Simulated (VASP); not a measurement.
# Ti (P6_3/mmc) in VASP: notebook, part 2 of 2

VASP 6.6.1.

## Step 3: Single point, LDA (7.25 Å³/atom)

Input file INCAR:

```
SYSTEM = Ti
PREC = Accurate ; ENCUT = 520
EDIFF = 1E-7 ; ISMEAR = -1
SIGMA = 0.05 ; LREAL = .False.
LASPH = .True. ; NELM = 100
ALGO = Normal ; ISIF = 2
LWAVE = .False. ; LCHARG = .False.
NBANDS = 19
```

Input file KPOINTS:

```
Automatic mesh
0
Gamma
  15 15 8
  0 0 0
```

Input file POSCAR:

```
Ti
1.0
    2.0521093532      0.0000000000      0.0000000000
   -1.0260546766      1.7771788313      0.0000000000
    0.0000000000      0.0000000000      3.9751815412
Ti
2
Direct
    0.3333333333      0.6666666667      0.2500000000
    0.6666666667      0.3333333333      0.7500000000
```

Potentials or basis: VASP PAW LDA potentials, release 64 (Ti_sv).

Run with:

```
$ cat potpaw_LDA.64/Ti_sv/POTCAR > POTCAR
$ mpirun -np 1 vasp_std > vasp.out
```

OUTCAR:

```text
SYSTEM = Ti
   PREC = Accurate
   ENCUT = 520
   EDIFF = 1E-7
   ISMEAR = -1
   LREAL = .False.
   LASPH = .True.
   NELM = 100
   ISIF = 2

 ion  position               nearest neighbor table
   1  0.333  0.667  0.250-   2 2.31   2 2.31   2 2.31   2 2.31   2 2.31   2 2.31
   2  0.667  0.333  0.750-   1 2.31   1 2.31   1 2.31   1 2.31   1 2.31   1 2.31

  LATTYP: Found a hexagonal cell.
 ALAT       =     2.0521093532
 C/A-ratio  =     1.9371197422

  Lattice vectors:

 A1 = (   2.0521093532,   0.0000000000,   0.0000000000)
 A2 = (  -1.0260546766,   1.7771788313,   0.0000000000)
 A3 = (   0.0000000000,   0.0000000000,   3.9751815412)

Analysis of symmetry for initial positions (statically):
=====================================================================
 Subroutine PRICEL returns:
 Original cell was already a primitive cell.

 Routine SETGRP: Setting up the symmetry group for a
 hexagonal supercell.

 Subroutine GETGRP returns: Found 24 space group operations
 (whereof 12 operations were pure point group operations)
 out of a pool of 24 trial point group operations.

The static configuration has the point symmetry D_3d.
[... 160 lines left out ...]

  energy without entropy =       -6.73351651  energy(sigma->0) =       -6.73590132

 E-fermi :  21.0992     XC(G=0): -16.6582

 val. band max:       21.0886085044   @ k =   0.0667   0.0667   0.3750
 cond. band min:      21.1072467141   @ k =   0.3333   0.2000   0.1250
 fundamental gap:      0.0186382098
 Fermi energy:        21.0992452965

 k-point     1 :       0.0000    0.0000    0.0000
  band No.  band energies     occupation
      1     -36.7438      2.00000
      2     -35.2736      2.00000
      3     -14.8563      2.00000
      4      -9.2646      2.00000
      5      -7.5052      2.00000
      6      -7.5052      2.00000
[... 505 lines left out ...]
      6     -10.8700      2.00000
[... 11 lines left out ...]
     18      29.0275      0.00000
     19      36.2525      0.00000

 [... further k-points ...]

------------------------ aborting loop because EDIFF is reached ----------------------------------------

  FORCE on cell =-STRESS in cart. coord.  units (eV):
  Direction    XX          YY          ZZ          XY          YZ          ZX
  --------------------------------------------------------------------------------------
  -------------------------------------------------------------------------------------
  Total       31.1288689     31.1288689     29.7542673      0.0000000      0.0000000      0.0000000
  in kB     3440.2129308   3440.2129311   3288.2985713      0.0000000      0.0000000      0.0000000
  external PRESSURE =    3389.5748110 kB  Pullay stress =       0.0000000 kB

 VOLUME and BASIS-vectors are now :
 -----------------------------------------------------------------------------
  energy-cutoff  :      520.00
  volume of cell :       14.50
      direct lattice vectors                 reciprocal lattice vectors
     2.052109353  0.000000000  0.000000000     0.487303466  0.281344787  0.000000000
    -1.026054677  1.777178831  0.000000000     0.000000000  0.562689574  0.000000000
     0.000000000  0.000000000  3.975181541     0.000000000  0.000000000  0.251560838

 POSITION                                       TOTAL-FORCE (eV/Angst)
 -----------------------------------------------------------------------------------
     -0.00000      1.18479      0.99380         0.000000     -0.000000     -0.000000
      1.02605      0.59239      2.98139        -0.000000      0.000000      0.000000
 -----------------------------------------------------------------------------------
    total drift:                               -0.000000      0.000000     -0.000000

  FREE ENERGIE OF THE ION-ELECTRON SYSTEM (eV)
  ---------------------------------------------------
  free  energy   TOTEN  =        -6.7382861255 eV

  energy  without entropy=       -6.7335165088  energy(sigma->0) =       -6.73590132
```

It took 25 s on 1 thread of Intel Xeon 8259CL, shared host; peak memory 0.14 GiB.

Results:

| Property | Result |
| --- | --- |
| Free energy | -6.7383 eV |
| Pressure | 339.0 GPa |
| Band gap on the k mesh | zero (bands 12 and 13 overlap by 1.88 eV) |

Stress tensor (GPa, compression positive):
```
344.02   0.00   0.00
  0.00 344.02   0.00
  0.00   0.00 328.83
```

Caveat: atoms lie so close that the PAW spheres overlap strongly, which falsifies energies and pressures; the cell stands under pressure.
